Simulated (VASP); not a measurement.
Crystal: TaN.

```xyz
2
Lattice="0.0000 2.1965 2.1965 2.1965 0.0000 2.1965 2.1965 2.1965 0.0000" Properties=species:S:1:pos:R:3 pbc="T T T"
Ta    2.1965    2.1965    2.1965
N     0.0000    0.0000    0.0000
```

Base run:

```yaml
Program: VASP 6.6.1
Functional: PBE
Potentials_or_basis: VASP PAW PBE potentials, release 64 (Ta_sv_GW, N)
Cutoff: 600 eV
k_mesh: 10 × 10 × 10
Occupations: fermi-dirac, width 0.05 eV
Spin: no spin polarisation
```

Its results: band gap on the k mesh zero (band 9 reaches 15.78 eV, above the bottom of band 10 at 11.75 eV); pressure 5.5 GPa.

Problem. The run is repeated on the same cell with these changes: functional from PBE to r2SCAN; cutoff from 600 eV to 660 eV. What comes out?

Solution. Band gap on the k mesh zero (band 9 reaches 15.86 eV, above the bottom of band 10 at 11.75 eV); pressure 0.6 GPa.

Caveats: spin-orbit coupling is left out, which moves the levels of the heavy elements; the PAW data sets were made with another functional, which shifts forces and pressure a little (some runs).
